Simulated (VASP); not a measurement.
# Na (P6_3/mmc) in VASP: single point with r2SCAN0

Aim: the single point of Na with r2SCAN0.

Program: VASP 6.6.1. These are calculated values, not measurements. Logs are shortened: lines on timing, memory, paths and dates and some standing lists are left out, and cuts for length are marked.

## Step 1: The cell of the first run

The structure is hexagonal, space group P6_3/mmc (No. 194). The conventional cell has a = 3.767 Å, b = 3.767 Å, c = 6.154 Å, α = 90.00°, β = 90.00°, γ = 120.00°. Within 4.9 Å of Na (site symmetry -6m2) lie 12 Na at 3.77 Å.

## Step 2: Single point, r2SCAN0

Contents of POSCAR:

```
Na
1.0
    3.7670000000      0.0000000000      0.0000000000
   -1.8835000000      3.2623176961      0.0000000000
    0.0000000000      0.0000000000      6.1540000000
Na
2
Direct
    0.6666666667      0.3333333333      0.7500000000
    0.3333333333      0.6666666667      0.2500000000
```

Contents of INCAR.step1:

```
PREC = Accurate
ENCUT = 520
EDIFF = 1E-5
ISMEAR = -1
SIGMA = 0.05
LREAL = F
LASPH = T
NELM = 100
ALGO = Normal
ISIF = 2
LWAVE = T
GGA = PE
NBANDS = 14
```

Contents of INCAR.step2:

```
PREC = Accurate
ENCUT = 520
EDIFF = 1E-6
ISMEAR = -1
SIGMA = 0.05
LREAL = F
LASPH = T
NELM = 100
ALGO = Normal
ISIF = 2
LWAVE = F
LCHARG = T
METAGGA = R2SCAN
LHFCALC = T
AEXX = 0.25
LMIXTAU = T
PRECFOCK = Normal
LELF = T
LVHAR = T
ISTART = 1
NBANDS = 14
```

Contents of KPOINTS:

```
regular mesh
0
Gamma
  5 5 3
```

Potentials or basis: VASP PAW PBE potentials, release 64 (Na_pv).

Launch:

```console
cat potpaw_PBE.64/Na_pv/POTCAR > POTCAR
cp INCAR.step1 INCAR
mpirun -np 1 vasp_std > vasp.out
cp INCAR.step2 INCAR
mpirun -np 1 vasp_std > vasp.out
```

OUTCAR:

```text
PREC = Accurate
   ENCUT = 520
   EDIFF = 1E-6
   ISMEAR = -1
   LREAL = F
   LASPH = T
   NELM = 100
   ISIF = 2
   METAGGA = R2SCAN
   LHFCALC = T
   AEXX = 0.25
   PRECFOCK = Normal
   ISTART = 1

 ion  position               nearest neighbor table
   1  0.667  0.333  0.750-
   2  0.333  0.667  0.250-

  LATTYP: Found a hexagonal cell.
 ALAT       =     3.7670000000
 C/A-ratio  =     1.6336607380

  Lattice vectors:

 A1 = (   3.7670000000,   0.0000000000,   0.0000000000)
 A2 = (  -1.8835000000,   3.2623176961,   0.0000000000)
 A3 = (   0.0000000000,   0.0000000000,   6.1540000000)

Analysis of symmetry for initial positions (statically):
=====================================================================
 Subroutine PRICEL returns:
 Original cell was already a primitive cell.

 Routine SETGRP: Setting up the symmetry group for a
 hexagonal supercell.

 Subroutine GETGRP returns: Found 24 space group operations
 (whereof 12 operations were pure point group operations)
 out of a pool of 24 trial point group operations.

The static configuration has the point symmetry D_3d.
 The point group associated with its full space group is D_6h.

Analysis of symmetry for dynamics (positions and initial velocities):
=====================================================================
 Subroutine PRICEL returns:
 Original cell was already a primitive cell.

 Routine SETGRP: Setting up the symmetry group for a
 hexagonal supercell.

 Subroutine GETGRP returns: Found 24 space group operations
 (whereof 12 operations were pure point group operations)
 out of a pool of 24 trial point group operations.

The dynamic configuration has the point symmetry D_3d.
 The point group associated with its full space group is D_6h.

 Subroutine INISYM returns: Found 24 space group operations
 (whereof 12 operations are pure point group operations),
 and found     1 'primitive' translations

----------------------------------------------------------------------------------------

                                     Primitive cell

  volume of cell :      75.6274

  direct lattice vectors                    reciprocal lattice vectors
     3.767000000  0.000000000  0.000000000     0.265463233  0.153265269  0.000000000
    -1.883500000  3.262317696  0.000000000     0.000000000  0.306530538  0.000000000
     0.000000000  0.000000000  6.154000000     0.000000000  0.000000000  0.162495938

  length of vectors
     3.767000000  3.767000000  6.154000000     0.306530538  0.306530538  0.162495938

  position of ions in fractional coordinates (direct lattice)
     0.666666667  0.333333333  0.750000000
     0.333333333  0.666666667  0.250000000

  ion indices of the primitive-cell ions
   primitive index   ion index
                 1           1
                 2           2

----------------------------------------------------------------------------------------

 KPOINTS: regular mesh

Automatic generation of k-mesh.
 Grid dimensions read from file:
 generate k-points for:    5    5    3

 Generating k-lattice:

  Cartesian coordinates                     Fractional coordinates (reciprocal lattice)
     0.053092647  0.030653054  0.000000000     0.200000000  0.000000000  0.000000000
     0.000000000  0.061306108  0.000000000     0.000000000  0.200000000  0.000000000
     0.000000000  0.000000000  0.054165313     0.000000000  0.000000000  0.333333333

  Length of vectors
     0.061306108  0.061306108  0.054165313

  Shift w.r.t. Gamma in fractional coordinates (k-lattice)
     0.000000000  0.000000000  0.000000000

 Subroutine IBZKPT returns following result:
 ===========================================

 Found     10 irreducible k-points:

 Following reciprocal coordinates:
            Coordinates               Weight
  0.000000  0.000000  0.000000      1.000000
  0.200000 -0.000000  0.000000      6.000000
  0.400000 -0.000000  0.000000      6.000000
  0.200000  0.200000  0.000000      6.000000
  0.400000  0.200000  0.000000      6.000000
  0.000000  0.000000  0.333333      2.000000
  0.200000 -0.000000  0.333333     12.000000
  0.400000 -0.000000  0.333333     12.000000
  0.200000  0.200000  0.333333     12.000000
  0.400000  0.200000  0.333333     12.000000
   k-points           NKPTS =     10   k-points in BZ     NKDIM =     75   number of bands    NBANDS=     14
   number of dos      NEDOS =    301   number of ions     NIONS =      2
   total plane-waves  NPLWV =  37632
   dimension x,y,z NGX =    28 NGY =   28 NGZ =   48
   dimension x,y,z NGXF=    56 NGYF=   56 NGZF=   96
   ions per type =               2
   NGX,Y,Z   is equivalent  to a cutoff of  12.36, 12.36, 12.97 a.u.
   NGXF,Y,Z  is equivalent  to a cutoff of  24.71, 24.71, 25.93 a.u.
 SYSTEM =  unknown system
   PREC   = accura    normal or accurate (medium, high low for compatibility)
   ISTART =      1    job   : 0-new  1-cont  2-samecut
   ICHARG =      0    charge: 1-file 2-atom 10-const
   ISPIN  =      1    spin polarized calculation?
   LNONCOLLINEAR =      F non collinear calculations
   LSORBIT =      F    spin-orbit coupling
   LASPH  =      T    aspherical Exc in radial PAW
   ENCUT  =  520.0 eV  38.22 Ry    6.18 a.u.   7.00  7.00 11.44*2*pi/ulx,y,z
   NELM   =    100;   NELMIN=  2; NELMDL=  0     # of ELM steps
   EDIFF  = 0.1E-05   stopping-criterion for ELM
   LREAL  =      F    real-space projection
   EDIFFG = 0.1E-04   stopping-criterion for IOM
   NSW    =      0    number of steps for IOM
   IBRION =     -1    ionic relax: 0-MD 1-quasi-New 2-CG
   NFREE  =      0    steps in history (QN), initial steepest desc. (CG)
   ISIF   =      2    stress and relaxation
   ISYM   =      3    0-nonsym 1-usesym 2-fastsym
   POTIM  = 0.5000    time-step for ionic-motion
   TEBEG  =    0.0;   TEEND  =   0.0 temperature during run
   PSTRESS=    0.0 pullay stress
   NELECT =      14.0000    total number of electrons
   NUPDOWN=      -1.0000    fix difference up-down
   EMIN   =  10.00;   EMAX   =-10.00  energy-range for DOS
   EFERMI =   0.00;   METHOD = LEGACY
   ISMEAR =    -1;   SIGMA  =   0.05  broadening in eV -4-tet -1-fermi 0-gaus
   EFERMI_NEDOS =   21; number of points for ismear=-14 and -15
   IALGO  =     38    algorithm
   IMIX   =      1    mixing-type and parameters
     AMIX     =   0.40;   BMIX     =  1.00
     AMIX_MAG =   1.60;   BMIX_MAG =  1.00
  volume/ion in A,a.u.               =      37.81       255.18
  Fermi-wavevector in a.u.,A,eV,Ry     =   0.933020  1.763153 11.844235  0.870527
  Thomas-Fermi vector in A             =   2.059678
   LORBIT       =      0    0 simple, 1 ext, 2 COOP (PROOUT), +10 PAW based schemes
   METAGGA = R2SCAN    functional components
   LHFCALC =     T    Hartree Fock is set to
   PRECFOCK=normal    Normal, Fast or Accurate (Low or Medium for compatibility)
   ENCUT4O =  -1.0   cutoff for four orbital integrals eV
   NKREDX  =     1    reduce k-point grid by
   NKREDY  =     1    reduce k-point grid by
   NKREDZ  =     1    reduce k-point grid by
   AEXX    =    0.2500 exact exchange contribution
   HFSCREEN=    0.0000 screening length (either q_TF or 0.3 A-1)
   HFSCREENC=   0.0000 screening length for correlation (either q_TF or 0.3 A-1)
   ENCUTFOCK=  -1.0 apply spherical cutoff to Coloumb kernel
   IVDW    =     0    specifies the selected vdW correction
   LEPSILON=     F    determine dielectric tensor
   LRPA    =     F    only Hartree local field effects (RPA)
 non-spin polarized calculation
  energy-cutoff  :      520.00
  volume of cell :       75.63
 maximum number of plane-waves:      2051
 NGX is ok and might be reduce to    28
  NGX = 24; NGY = 24; NGZ = 36

 number of electron      14.0000011 magnetization

 Free energy of the ion-electron system (eV)
  ---------------------------------------------------
  ext. energy  EPLUGINS =         0.00000000
  ---------------------------------------------------
  free energy    TOTEN  =        -6.64251455 eV

  energy without entropy =       -6.63232993  energy(sigma->0) =       -6.63742224

 E-fermi :   0.6119     XC(G=0):  -5.3478

 val. band max:       -0.6043411359   @ k =   0.4000  -0.0000   0.3333
 cond. band min:       0.6466061513   @ k =   0.2000   0.2000   0.3333
 fundamental gap:      1.2509472872
 Fermi energy:         0.6119483439

 k-point     1 :       0.0000    0.0000    0.0000
  band No.  band energies     occupation
      1     -28.8715      2.00000
      2     -28.8451      2.00000
      3     -28.8449      2.00000
      4     -28.8414      2.00000
      5     -28.8412      2.00000
      6     -28.8412      2.00000
      7      -4.0897      2.00000
      8       1.1627      0.00003
      9       1.8036      0.00000
     10      11.3947      0.00000
     11      11.3950      0.00000
     12      11.8680      0.00000
     13      11.8681      0.00000
     14      11.8877      0.00000

 k-point     2 :       0.2000   -0.0000    0.0000
  band No.  band energies     occupation
      1     -28.8676      2.00000
      2     -28.8529      2.00000
      3     -28.8492      2.00000
      4     -28.8475      2.00000
      5     -28.8426      2.00000
      6     -28.8426      2.00000
      7      -3.3628      2.00000
      8       1.7841      0.00000
      9       2.4356      0.00000
     10       6.9873      0.00000
     11       9.6395      0.00000
     12       9.6424      0.00000
     13      10.4747      0.00000
     14      12.0414      0.00000
[... 105 lines left out ...]
      1     -28.8648      2.00000
      2     -28.8623      2.00000
      3     -28.8525      2.00000
      4     -28.8518      2.00000
      5     -28.8479      2.00000
      6     -28.8453      2.00000
      7      -1.3131      2.00000
      8       0.6466      0.66666
      9       5.3921      0.00000
     10       5.5061      0.00000
     11       6.5175      0.00000
     12       7.2307      0.00000
     13       7.6113      0.00000
     14      10.8072      0.00000

 k-point    10 :       0.4000    0.2000    0.3333
  band No.  band energies     occupation
      1     -28.8676      2.00000
      2     -28.8654      2.00000
      3     -28.8569      2.00000
      4     -28.8531      2.00000
      5     -28.8488      2.00000
      6     -28.8464      2.00000
      7       1.7664      0.00000
      8       2.0039      0.00000
      9       3.3617      0.00000
     10       3.4944      0.00000
     11       5.2487      0.00000
     12       6.4925      0.00000
     13       8.8844      0.00000
     14       9.5103      0.00000

------------------------ aborting loop because EDIFF is reached ----------------------------------------

  FORCE on cell =-STRESS in cart. coord.  units (eV):
  Direction    XX          YY          ZZ          XY          YZ          ZX
  --------------------------------------------------------------------------------------
  -------------------------------------------------------------------------------------
  Total       -0.0272767     -0.0272767      0.0204686      0.0000000      0.0000000      0.0000000
  in kB       -0.5778615     -0.5778615      0.4336300      0.0000000      0.0000000      0.0000000
  external PRESSURE =      -0.2406977 kB  Pullay stress =       0.0000000 kB

 VOLUME and BASIS-vectors are now :
 -----------------------------------------------------------------------------
  energy-cutoff  :      520.00
  volume of cell :       75.63
      direct lattice vectors                 reciprocal lattice vectors
     3.767000000  0.000000000  0.000000000     0.265463233  0.153265269  0.000000000
    -1.883500000  3.262317696  0.000000000     0.000000000  0.306530538  0.000000000
     0.000000000  0.000000000  6.154000000     0.000000000  0.000000000  0.162495938

 POSITION                                       TOTAL-FORCE (eV/Angst)
 -----------------------------------------------------------------------------------
      1.88350      1.08744      4.61550        -0.000000     -0.000000     -0.000000
     -0.00000      2.17488      1.53850         0.000000      0.000000      0.000000
 -----------------------------------------------------------------------------------
    total drift:                                0.000000      0.000000     -0.000000

  FREE ENERGIE OF THE ION-ELECTRON SYSTEM (eV)
  ---------------------------------------------------
  free  energy   TOTEN  =        -6.6425145481 eV

  energy  without entropy=       -6.6323299307  energy(sigma->0) =       -6.63742224
```

Wall time 13 min (1 thread of AMD EPYC 7R13 (Zen 3), shared host); peak memory 0.17 GiB.

What came out:

```
Free energy            : -6.6425 eV
Pressure               : 0.0 GPa
Band gap on the k mesh : zero (band 7 reaches 1.77 eV, above the bottom of band 8 at -1.79 eV)
```

Caveat: the k points lie up to 0.39 Å⁻¹ apart; the PAW data sets were made with another functional, which shifts forces and pressure a little.
